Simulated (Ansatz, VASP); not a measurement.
**KCl in VASP and in Ansatz**

Contents of INCAR:

```
PREC     = Accurate       # precision mode
ENCUT    = 520            # plane-wave cutoff, eV
EDIFF    = 1E-7           # SCF threshold, eV
ISMEAR   = 0              # smearing method
SIGMA    = 0.05           # smearing width, eV
LREAL    = False          # projectors in reciprocal space
LASPH    = True           # aspherical terms in the spheres
NELM     = 80             # most SCF steps
ALGO     = Normal         # electronic algorithm
ISIF     = 2              # what is computed and relaxed
LWAVE    = False          # write WAVECAR
LCHARG   = False          # write CHGCAR
GGA      = PE             # functional
NBANDS   = 15             # bands
```

KPOINTS

```
regular mesh
0
Gamma
  6 6 6
```

Contents of POSCAR:

```
KCl
1.0
    3.7816080600      0.0000000000      0.0000000000
    0.0000000000      3.7816080600      0.0000000000
    0.0000000000      0.0000000000      3.7240201200
K Cl
1 1
Direct
    0.0000000000      0.0000000000      0.0000000000
    0.5000000000      0.5000000000      0.5000000000
```

Input for Ansatz:

```yaml
crystal:
  lattice:
    - [3.78160806, 0.0, 0.0]
    - [0.0, 3.78160806, 0.0]
    - [0.0, 0.0, 3.72402012]
  atoms:
    - { symbol: K, position: [0.0, 0.0, 0.0] }
    - { symbol: Cl, position: [0.5, 0.5, 0.5] }
basis:
  ecutwfc: 420
kpoints:
  mp_grid: { grid: [6, 6, 6] }
hamiltonian:
  xc: pbe
scf:
  occupations: { method: gaussian, width: 0.05 }
output:
  forces: true
  stress: true
  eigenvalues: true
```

Change from the starting cell: strain -0.015 along x and y, -0.030 along z, atoms carried along.

Alike in both runs: task single point; functional PBE; k mesh 6 × 6 × 6; occupations gaussian, width 0.05 eV; no spin polarisation.

```csv
,VASP,Ansatz
version,VASP 6.6.1,Ansatz 0.2.0
potentials or method,"VASP PAW PBE potentials, release 64 (K_sv, Cl), cutoff 520 eV","scalar-relativistic, plane waves, PAW"
valence electrons in the cell,16,16
```

```tsv
	VASP	Ansatz	Ansatz less VASP
gap on the k mesh at the Fermi level (eV)	5.01	5.01	+0.001
least direct gap on the mesh (eV)	5.21	5.21	+0.001
pressure (GPa)	1.3	1.2	-0.03
traceless stress, the component that is largest in VASP (GPa)	0.47	0.47	+0.001
```

The functional is the same, so the differences come from potentials, cutoffs and numerics.
